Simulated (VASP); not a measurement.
# As (Fd-3m) in VASP: vibrations by perturbation theory with PBE

Aim: the vibrations by perturbation theory of As with PBE.

All numbers are computed with VASP 6.6.1; they aren't measurements. Logs are shortened: lines on timing, memory, paths and dates and some standing lists are left out, and cuts for length are marked.

### 1 The cell of the first run

The structure is cubic, space group Fd-3m (No. 227). Conventional cell: a = 6.112 Å, b = 6.112 Å, c = 6.112 Å, α = 90.00°, β = 90.00°, γ = 90.00°. As (site symmetry -43m) has 4 As at 2.65 Å within 3.5 Å.

This isn't the form of As at room conditions, which is rhombohedral.

### 2 Vibrations by perturbation theory, PBE

INCAR reads:

```
SYSTEM = As
PREC = Accurate
ENCUT = 500
EDIFF = 1E-8
ISMEAR = -1
SIGMA = 0.1
LREAL = .FALSE.
LASPH = .TRUE.
NELM = 120
ALGO = Normal
ISIF = 2
LWAVE = .FALSE.
LCHARG = .FALSE.
GGA = PE
IBRION = 8
NSW = 1
GGA_COMPAT = .FALSE.
```

KPOINTS reads:

```
regular mesh
0
G
  4 4 4
  0 0 0
```

POSCAR reads:

```
As
1.0
    0.0000000000      3.0561500000      3.0561500000
    3.0561500000      0.0000000000      3.0561500000
    3.0561500000      3.0561500000      0.0000000000
As
2
Direct
    0.0000000000      0.0000000000      0.0000000000
    0.2500000000      0.2500000000      0.2500000000
```

Potentials or basis: VASP PAW PBE potentials, release 64 (As).

Started as:

```console
> cat potpaw_PBE.64/As/POTCAR > POTCAR
> mpirun -np 1 vasp_std > vasp.out
```

OUTCAR:

```text
SYSTEM = As
   PREC = Accurate
   ENCUT = 500
   EDIFF = 1E-8
   ISMEAR = -1
   LREAL = .FALSE.
   LASPH = .TRUE.
   NELM = 120
   ISIF = 2
   GGA = PE
   IBRION = 8
   NSW = 1

 ion  position               nearest neighbor table
   1  0.000  0.000  0.000-   2 2.65   2 2.65   2 2.65   2 2.65
   2  0.250  0.250  0.250-   1 2.65   1 2.65   1 2.65   1 2.65

  LATTYP: Found a face centered cubic cell.
 ALAT       =     6.1123000000

  Lattice vectors:

 A1 = (   0.0000000000,   3.0561500000,   3.0561500000)
 A2 = (   3.0561500000,   0.0000000000,   3.0561500000)
 A3 = (   3.0561500000,   3.0561500000,   0.0000000000)

Analysis of symmetry for initial positions (statically):
=====================================================================
 Subroutine PRICEL returns:
 Original cell was already a primitive cell.

 Routine SETGRP: Setting up the symmetry group for a
 face centered cubic supercell.

 Subroutine GETGRP returns: Found 48 space group operations
 (whereof 24 operations were pure point group operations)
 out of a pool of 48 trial point group operations.

The static configuration has the point symmetry T_d .
 The point group associated with its full space group is O_h .

Analysis of symmetry for dynamics (positions and initial velocities):
=====================================================================
 Subroutine PRICEL returns:
 Original cell was already a primitive cell.

 Routine SETGRP: Setting up the symmetry group for a
 face centered cubic supercell.

 Subroutine GETGRP returns: Found 48 space group operations
 (whereof 24 operations were pure point group operations)
 out of a pool of 48 trial point group operations.

The dynamic configuration has the point symmetry T_d .
 The point group associated with its full space group is O_h .

 Subroutine INISYM returns: Found 48 space group operations
 (whereof 24 operations are pure point group operations),
 and found     1 'primitive' translations

----------------------------------------------------------------------------------------

                                     Primitive cell

  volume of cell :      57.0892

  direct lattice vectors                    reciprocal lattice vectors
     0.000000000  3.056150000  3.056150000    -0.163604535  0.163604535  0.163604535
     3.056150000  0.000000000  3.056150000     0.163604535 -0.163604535  0.163604535
     3.056150000  3.056150000  0.000000000     0.163604535  0.163604535 -0.163604535

  length of vectors
     4.322048779  4.322048779  4.322048779     0.283371367  0.283371367  0.283371367

  position of ions in fractional coordinates (direct lattice)
     0.000000000  0.000000000  0.000000000
     0.250000000  0.250000000  0.250000000

  ion indices of the primitive-cell ions
   primitive index   ion index
                 1           1
                 2           2

----------------------------------------------------------------------------------------

 KPOINTS: regular mesh

Automatic generation of k-mesh.
 Grid dimensions read from file:
 generate k-points for:    4    4    4

 Generating k-lattice:

  Cartesian coordinates                     Fractional coordinates (reciprocal lattice)
    -0.040901134  0.040901134  0.040901134     0.250000000  0.000000000  0.000000000
     0.040901134 -0.040901134  0.040901134     0.000000000  0.250000000  0.000000000
     0.040901134  0.040901134 -0.040901134     0.000000000  0.000000000  0.250000000

  Length of vectors
     0.070842842  0.070842842  0.070842842

  Shift w.r.t. Gamma in fractional coordinates (k-lattice)
[... 58 lines left out ...]
  Thomas-Fermi vector in A             =   2.040793
   LORBIT       =      0    0 simple, 1 ext, 2 COOP (PROOUT), +10 PAW based schemes
   GGA     = PE    functional components
   LHFCALC =     F    Hartree Fock is set to
   AEXX    =    0.0000 exact exchange contribution
   IVDW    =     0    specifies the selected vdW correction
   LEPSILON=     F    determine dielectric tensor
   LRPA    =     F    only Hartree local field effects (RPA)
 non-spin polarized calculation
  energy-cutoff  :      500.00
  volume of cell :       57.09
 maximum number of plane-waves:      1461
   NGX = 15   NGY = 15   NGZ = 15

--------------------------------------- Ionic step        1  -------------------------------------------

 number of electron      10.0000000 magnetization

 number of electron       9.9999997 magnetization

 Free energy of the ion-electron system (eV)
  ---------------------------------------------------
  ext. energy  EPLUGINS =         0.00000000
  ---------------------------------------------------
  free energy    TOTEN  =        -8.90661462 eV

  energy without entropy =       -8.87796734  energy(sigma->0) =       -8.89229098

 E-fermi :   2.6228     XC(G=0):  -8.6026

 val. band max:        2.5230815340   @ k =   0.2500   0.2500   0.0000
 cond. band min:       3.5444408942   @ k =   0.0000   0.0000   0.0000
 fundamental gap:      1.0213593602
 Fermi energy:         2.6228403020

 k-point     1 :       0.0000    0.0000    0.0000
  band No.  band energies     occupation
      1     -10.7611      2.00000
      2      -3.1539      2.00000
      3       0.8055      2.00000
      4       0.8055      2.00000
      5       0.8055      2.00000
      6       3.5444      0.00020
      7       3.5444      0.00020
      8       3.5444      0.00020
      9       7.7468      0.00000
[... 73 lines left out ...]
 k-point     8 :      -0.2500    0.5000    0.2500
  band No.  band energies     occupation
      1      -8.0482      2.00000
      2      -8.0482      2.00000
      3      -1.5578      2.00000
      4      -1.5578      2.00000
      5       3.9038      0.00001
      6       3.9038      0.00001
      7       5.9603      0.00000
      8       5.9603      0.00000
      9      10.1062      0.00000

------------------------ aborting loop because EDIFF is reached ----------------------------------------

  FORCE on cell =-STRESS in cart. coord.  units (eV):
  Direction    XX          YY          ZZ          XY          YZ          ZX
  --------------------------------------------------------------------------------------
  -------------------------------------------------------------------------------------
  Total       -0.4864719     -0.4864719     -0.4864719     -0.0000000      0.0000000      0.0000000
  in kB      -13.6525682    -13.6525682    -13.6525682     -0.0000000      0.0000000      0.0000000
  external PRESSURE =     -13.6525682 kB  Pullay stress =       0.0000000 kB

 VOLUME and BASIS-vectors are now :
 -----------------------------------------------------------------------------
  energy-cutoff  :      500.00
  volume of cell :       57.09
      direct lattice vectors                 reciprocal lattice vectors
     0.000000000  3.056150000  3.056150000    -0.163604535  0.163604535  0.163604535
     3.056150000  0.000000000  3.056150000     0.163604535 -0.163604535  0.163604535
     3.056150000  3.056150000  0.000000000     0.163604535  0.163604535 -0.163604535

 POSITION                                       TOTAL-FORCE (eV/Angst)
 -----------------------------------------------------------------------------------
      0.00000      0.00000      0.00000        -0.000000      0.000000      0.000000
      1.52808      1.52808      1.52808         0.000000     -0.000000     -0.000000
 -----------------------------------------------------------------------------------
    total drift:                               -0.000000      0.000000      0.000000

  FREE ENERGIE OF THE ION-ELECTRON SYSTEM (eV)
  ---------------------------------------------------
  free  energy   TOTEN  =        -8.9066146204 eV

  energy  without entropy=       -8.8779673407  energy(sigma->0) =       -8.89229098

[... ionic steps 2 to 3 ...]

--------------------------------------- Ionic step        4  -------------------------------------------

 Free energy of the ion-electron system (eV)
  ---------------------------------------------------
  ---------------------------------------------------
  free energy    TOTEN  =        -0.04137285 eV

  energy without entropy =       -0.04137285

------------------------ aborting loop because EDIFF is reached ----------------------------------------

 INTERNAL STRAIN TENSOR  FOR ION    1  DIRECTION 1   (eV/Angst):
 -----------------------------------------------------------------------------
    -0.01877 -0.00000  0.00000
     0.00000  0.01210  3.94026
     0.00000  3.94026  0.01210

 INTERNAL STRAIN TENSOR FOR ION    2 for displacements in x,y,z  (eV/Angst):
          X           Y           Z          XY          YZ          ZX
  --------------------------------------------------------------------------------
  x     0.00000     0.00000     0.00000     0.00000    -3.94026    -0.00000
  y     0.00000     0.00000     0.00000     0.00000     0.00000    -3.94026
  z     0.00000     0.00000     0.00000    -3.94026    -0.00000     0.00000

 SECOND DERIVATIVES (NOT SYMMETRIZED)
 ------------------------------------
               1X          1Y          1Z          2X          2Y          2Z
  1X    -4.846167    0.000000    0.000000    4.846167    0.000000    0.000000
  1Y     0.000000   -4.846167    0.000000    0.000000    4.846167    0.000000
  1Z     0.000000    0.000000   -4.846167    0.000000    0.000000    4.846167
  2X     4.846167    0.000000    0.000000   -4.846167    0.000000    0.000000
  2Y     0.000000    4.846167    0.000000    0.000000   -4.846167    0.000000
  2Z     0.000000    0.000000    4.846167    0.000000    0.000000   -4.846167

 Eigenvectors and eigenvalues of the dynamical matrix
 ----------------------------------------------------

   1 f  =    5.622898 THz    35.329712 2PiTHz  187.559698 cm-1    23.254428 meV
             X         Y         Z           dx          dy          dz
      0.000000  0.000000  0.000000     0.000000   -0.707107    0.000000
      1.528075  1.528075  1.528075     0.000000    0.707107    0.000000
[... 21 lines left out ...]
   6 f  =    0.000000 THz     0.000000 2PiTHz    0.000000 cm-1     0.000000 meV
             X         Y         Z           dx          dy          dz
      0.000000  0.000000  0.000000     0.000000    0.000000    0.707107
      1.528075  1.528075  1.528075     0.000000    0.000000    0.707107

--------------------------------------------------------------------------------------------------------

 ELASTIC MODULI CONTR FROM IONIC RELAXATION (kBar)
 Direction    XX          YY          ZZ          XY          YZ          ZX
 --------------------------------------------------------------------------------
 XX          -0.0000     -0.0000     -0.0000      0.0000      0.0000      0.0000
 YY          -0.0000     -0.0000     -0.0000      0.0000      0.0000      0.0000
 ZZ          -0.0000     -0.0000     -0.0000      0.0000      0.0000      0.0000
 XY           0.0000      0.0000      0.0000    -89.9102     -0.0000      0.0000
 YZ           0.0000      0.0000      0.0000     -0.0000    -89.9102     -0.0000
 ZX           0.0000      0.0000      0.0000      0.0000     -0.0000    -89.9102
 --------------------------------------------------------------------------------
```

It took 21 s on 1 thread of Intel Xeon Platinum 8559C (Emerald Rapids), shared host; peak memory 0.19 GiB.

Results:

```yaml
Highest_phonon_frequency_at_Γ: 188 cm⁻¹
```

Phonon frequencies in cm⁻¹ (negative: imaginary):
| q point | frequencies |
| --- | --- |
| (0.000, 0.000, 0.000) | 0 0 0 188 188 188 |

Caveat: the k points lie up to 0.45 Å⁻¹ apart; the cell stands under pressure or tension, which shifts response properties.
